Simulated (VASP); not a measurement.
# TaN (P-6m2) in VASP: electric field gradients with PBE

Aim: the electric field gradients of TaN with PBE.

Everything below comes from runs of VASP 6.6.1. Logs are shortened: lines on timing, memory, paths and dates and some standing lists are left out, and cuts for length are marked.

### Step 1. The cell of the first run

Symmetry: P-6m2, No. 187, hexagonal system. The conventional cell has a = 2.938 Å, b = 2.938 Å, c = 2.883 Å, α = 90.00°, β = 90.00°, γ = 120.00°. Within 3.0 Å of Ta (site symmetry -6m2) lie 6 N at 2.23 Å and 8 Ta at 2.88 to 2.94 Å. Within 3.0 Å of N (site symmetry -6m2) lie 6 Ta at 2.23 Å and 8 N at 2.88 to 2.94 Å.

### Step 2. Electric field gradients, PBE, collinear spin

INCAR reads:

```
SYSTEM = TaN
PREC = Accurate
ENCUT = 520
EDIFF = 1E-8
ISMEAR = -1
SIGMA = 0.05
LREAL = .FALSE.
LASPH = .TRUE.
NELM = 200
ALGO = Normal
ISIF = 2
LWAVE = .FALSE.
LCHARG = .FALSE.
ISPIN = 2
MAGMOM = 2 0
LORBIT = 11
LMAXMIX = 4
GGA = PE
LEFG = .TRUE.
NBANDS = 20
GGA_COMPAT = .FALSE.
```

KPOINTS reads:

```
Automatic mesh
0
G
  18 18 16
  0 0 0
```

POSCAR reads:

```
TaN
1.0
    2.9379988584      0.0000000000      0.0000000000
   -1.4689994292      2.5443816477      0.0000000000
    0.0000000000      0.0000000000      2.8830000000
Ta N
1 1
Direct
    0.3333333333      0.6666666667      0.5000000000
    0.0000000000      0.0000000000      0.0000000000
```

Potentials or basis: VASP PAW PBE potentials, release 64 (Ta_sv_GW, N).

On the command line:

```console
$ cat potpaw_PBE.64/Ta_sv_GW/POTCAR potpaw_PBE.64/N/POTCAR > POTCAR
$ mpirun -np 1 vasp_std > vasp.out
```

OUTCAR:

```text
SYSTEM = TaN
   PREC = Accurate
   ENCUT = 520
   EDIFF = 1E-8
   ISMEAR = -1
   LREAL = .FALSE.
   LASPH = .TRUE.
   NELM = 200
   ISIF = 2
   ISPIN = 2
   LORBIT = 11
   GGA = PE

 ion  position               nearest neighbor table
   1  0.333  0.667  0.500-   2 2.23   2 2.23   2 2.23   2 2.23   2 2.23   2 2.23
   2  0.000  0.000  0.000-   1 2.23   1 2.23   1 2.23   1 2.23   1 2.23   1 2.23

  LATTYP: Found a hexagonal cell.
 ALAT       =     2.9379988584
 C/A-ratio  =     0.9812801635

  Lattice vectors:

 A1 = (   2.9379988584,   0.0000000000,   0.0000000000)
 A2 = (  -1.4689994292,   2.5443816477,   0.0000000000)
 A3 = (   0.0000000000,   0.0000000000,   2.8830000000)

Analysis of symmetry for initial positions (statically):
=====================================================================
 Subroutine PRICEL returns:
 Original cell was already a primitive cell.

 Routine SETGRP: Setting up the symmetry group for a
 hexagonal supercell.

 Subroutine GETGRP returns: Found 12 space group operations
 (whereof 12 operations were pure point group operations)
 out of a pool of 24 trial point group operations.

The static configuration has the point symmetry D_3h.

Analysis of symmetry for dynamics (positions and initial velocities):
=====================================================================
 Subroutine PRICEL returns:
 Original cell was already a primitive cell.

 Routine SETGRP: Setting up the symmetry group for a
 hexagonal supercell.

 Subroutine GETGRP returns: Found 12 space group operations
 (whereof 12 operations were pure point group operations)
 out of a pool of 24 trial point group operations.

The dynamic configuration has the point symmetry D_3h.

Analysis of structural, dynamic, and magnetic symmetry:
=====================================================================
 Subroutine PRICEL returns:
 Original cell was already a primitive cell.

 Routine SETGRP: Setting up the symmetry group for a
 hexagonal supercell.

 Subroutine GETGRP returns: Found 12 space group operations
 (whereof 12 operations were pure point group operations)
 out of a pool of 24 trial point group operations.

The overall configuration has the point symmetry D_3h.

 Subroutine INISYM returns: Found 12 space group operations
 (whereof 12 operations are pure point group operations),
 and found     1 'primitive' translations

----------------------------------------------------------------------------------------

                                     Primitive cell

  volume of cell :      21.5516

  direct lattice vectors                    reciprocal lattice vectors
     2.937998858  0.000000000  0.000000000     0.340367729  0.196511400  0.000000000
    -1.468999429  2.544381648  0.000000000     0.000000000  0.393022800  0.000000000
     0.000000000  0.000000000  2.883000000     0.000000000  0.000000000  0.346860909

  length of vectors
     2.937998858  2.937998858  2.883000000     0.393022800  0.393022800  0.346860909

  position of ions in fractional coordinates (direct lattice)
     0.333333333  0.666666667  0.500000000
     0.000000000  0.000000000  0.000000000

  ion indices of the primitive-cell ions
   primitive index   ion index
                 1           1
                 2           2

----------------------------------------------------------------------------------------

 KPOINTS: Automatic mesh

Automatic generation of k-mesh.
 Grid dimensions read from file:
 generate k-points for:   18   18   16

 Generating k-lattice:

[... 61 lines left out ...]
   EDIFF  = 0.1E-07   stopping-criterion for ELM
   LREAL  =      F    real-space projection
   EDIFFG = 0.1E-06   stopping-criterion for IOM
   NSW    =      0    number of steps for IOM
   IBRION =     -1    ionic relax: 0-MD 1-quasi-New 2-CG
   NFREE  =      0    steps in history (QN), initial steepest desc. (CG)
   ISIF   =      2    stress and relaxation
   ISYM   =      2    0-nonsym 1-usesym 2-fastsym
   POTIM  = 0.5000    time-step for ionic-motion
   TEBEG  =    0.0;   TEEND  =   0.0 temperature during run
   PSTRESS=    0.0 pullay stress
   NELECT =      18.0000    total number of electrons
   NUPDOWN=      -1.0000    fix difference up-down
   EMIN   =  10.00;   EMAX   =-10.00  energy-range for DOS
   EFERMI =   0.00;   METHOD = LEGACY
   ISMEAR =    -1;   SIGMA  =   0.05  broadening in eV -4-tet -1-fermi 0-gaus
   EFERMI_NEDOS =   21; number of points for ismear=-14 and -15
   IALGO  =     38    algorithm
   IMIX   =      4    mixing-type and parameters
     AMIX     =   0.40;   BMIX     =  1.00
     AMIX_MAG =   1.60;   BMIX_MAG =  1.00
  volume/ion in A,a.u.               =      10.78        72.72
  Fermi-wavevector in a.u.,A,eV,Ry     =   1.541722  2.913433 32.339793  2.376908
  Thomas-Fermi vector in A             =   2.647628
   LORBIT       =     11    0 simple, 1 ext, 2 COOP (PROOUT), +10 PAW based schemes
   GGA     = PE    functional components
   LHFCALC =     F    Hartree Fock is set to
   AEXX    =    0.0000 exact exchange contribution
   IVDW    =     0    specifies the selected vdW correction
   LEPSILON=     F    determine dielectric tensor
   LRPA    =     F    only Hartree local field effects (RPA)
 spin polarized calculation
  energy-cutoff  :      520.00
  volume of cell :       21.55
 maximum number of plane-waves:       605
 NGX is ok and might be reduce to    24
   NGX = 11   NGY = 11   NGZ = 11

 number of electron      17.9999999 magnetization      -0.0000110

 number of electron      17.9999999 magnetization       0.0000001

 Free energy of the ion-electron system (eV)
  ---------------------------------------------------
  ext. energy  EPLUGINS =         0.00000000
  ---------------------------------------------------
  free energy    TOTEN  =       -24.95728594 eV

  energy without entropy =      -24.95680846  energy(sigma->0) =      -24.95704720

 E-fermi :  12.4417     XC(G=0): -13.6834

 val. band max:       12.4008735819   @ k =   0.0000   0.0000   0.4375
 cond. band min:      12.4801541354   @ k =   0.0556   0.0000   0.5000
 fundamental gap:      0.0792805536
 Fermi energy:        12.4416741069

 spin component 1

 k-point     1 :       0.0000    0.0000    0.0000
  band No.  band energies     occupation
      1     -56.0989      1.00000
      2     -22.3767      1.00000
      3     -22.1200      1.00000
      4     -22.1200      1.00000
      5      -5.3091      1.00000
      6       7.8892      1.00000
[... 541 lines left out ...]
     19      34.5976      0.00000
     20      38.5227      0.00000

 [... further k-points ...]

 spin component 2

 k-point     1 :       0.0000    0.0000    0.0000
  band No.  band energies     occupation
      1     -56.0989      1.00000
      2     -22.3767      1.00000
      3     -22.1200      1.00000
      4     -22.1200      1.00000
      5      -5.3091      1.00000
      6       7.8892      1.00000
[... 541 lines left out ...]
     19      34.5976      0.00000
     20      38.5227      0.00000

 [... further k-points ...]

------------------------ aborting loop because EDIFF is reached ----------------------------------------

  FORCE on cell =-STRESS in cart. coord.  units (eV):
  Direction    XX          YY          ZZ          XY          YZ          ZX
  --------------------------------------------------------------------------------------
  -------------------------------------------------------------------------------------
  Total        0.5332221      0.5332221      0.7049654      0.0000000      0.0000000      0.0000000
  in kB       39.6406011     39.6406011     52.4082765      0.0000000      0.0000000      0.0000000
  external PRESSURE =      43.8964929 kB  Pullay stress =       0.0000000 kB

 VOLUME and BASIS-vectors are now :
 -----------------------------------------------------------------------------
  energy-cutoff  :      520.00
  volume of cell :       21.55
      direct lattice vectors                 reciprocal lattice vectors
     2.937998858  0.000000000  0.000000000     0.340367729  0.196511400  0.000000000
    -1.468999429  2.544381648  0.000000000     0.000000000  0.393022800  0.000000000
     0.000000000  0.000000000  2.883000000     0.000000000  0.000000000  0.346860909

 POSITION                                       TOTAL-FORCE (eV/Angst)
 -----------------------------------------------------------------------------------
     -0.00000      1.69625      1.44150        -0.000000      0.000000      0.000000
      0.00000      0.00000      0.00000         0.000000      0.000000      0.000000
 -----------------------------------------------------------------------------------
    total drift:                                0.000000     -0.000000     -0.000000

  FREE ENERGIE OF THE ION-ELECTRON SYSTEM (eV)
  ---------------------------------------------------
  free  energy   TOTEN  =       -24.9572859441 eV

  energy  without entropy=      -24.9568084617  energy(sigma->0) =      -24.95704720

 Electric field gradients (V/A^2)
---------------------------------------------------------------------
 ion       V_xx      V_yy      V_zz      V_xy      V_xz      V_yz
---------------------------------------------------------------------
   1     -17.127   -17.127    34.253     0.000     0.000    -0.000
   2      -0.260    -0.259     0.519     0.001    -0.000    -0.000
---------------------------------------------------------------------

 Electric field gradients after diagonalization (V/A^2)
 (convention: |V_zz| > |V_xx| > |V_yy|)
----------------------------------------------------------------------
 ion       V_xx      V_yy      V_zz     asymmetry (V_yy - V_xx)/ V_zz
----------------------------------------------------------------------
   1     -17.127   -17.127    34.253       0.000
   2      -0.260    -0.258     0.519       0.004
----------------------------------------------------------------------

           NMR quadrupolar parameters

 Cq : quadrupolar parameter    Cq=e*Q*V_zz/h
 eta: asymmetry parameters     (V_yy - V_xx)/ V_zz
 Q  : nuclear electric quadrupole moment in mb (millibarn)
----------------------------------------------------------------------
 ion       Cq(MHz)       eta       Q (mb)
----------------------------------------------------------------------
   1       0.083       0.000       1.000
   2       0.001       0.004       1.000
----------------------------------------------------------------------

 total charge

# of ion       s       p       d       f       tot
--------------------------------------------------
    1        3.203   6.064   2.378   0.102  11.747
    2        1.229   2.507   0.000   0.000   3.736
--------------------------------------------------
tot          4.433   8.571   2.378   0.102  15.483

 magnetization (x)

# of ion       s       p       d       f       tot
--------------------------------------------------
    1        0.000   0.000  -0.000   0.000   0.000
    2        0.000   0.000   0.000   0.000   0.000
--------------------------------------------------
tot          0.000   0.000  -0.000   0.000   0.000
```

Run time: 2.8 min. Hardware: 1 thread of Intel Xeon Platinum 8375C at 2.90GHz (Ice Lake), shared host; peak memory 0.35 GiB.

Results:

```
Free energy                                           : -24.9573 eV
Pressure                                              : 4.4 GPa
Band gap on the k mesh                                : zero (filled and empty bands overlap)
Net moment                                            : 0.00 μB per cell
Largest electric field gradient by atom               : Ta +34.3; N +0.5 V/Å²
Valence electrons inside the program's atomic spheres : Ta 11.75; N 3.74
```

Electric field gradients, principal values (V/Å²):
| atom | least | middle | greatest (by size) |
| --- | --- | --- | --- |
| 1 Ta | -17.127 | -17.127 | 34.253 |
| 2 N | -0.258 | -0.260 | 0.519 |

Caveat: the cell stands under pressure; without QUAD_EFG the Cq values of the log hold for a quadrupole moment of 1 mb, not for the nuclei; spin-orbit coupling is left out, which moves the levels of the heavy elements.

The gap in the log of VASP goes by the Fermi energy; the results here count the filled bands.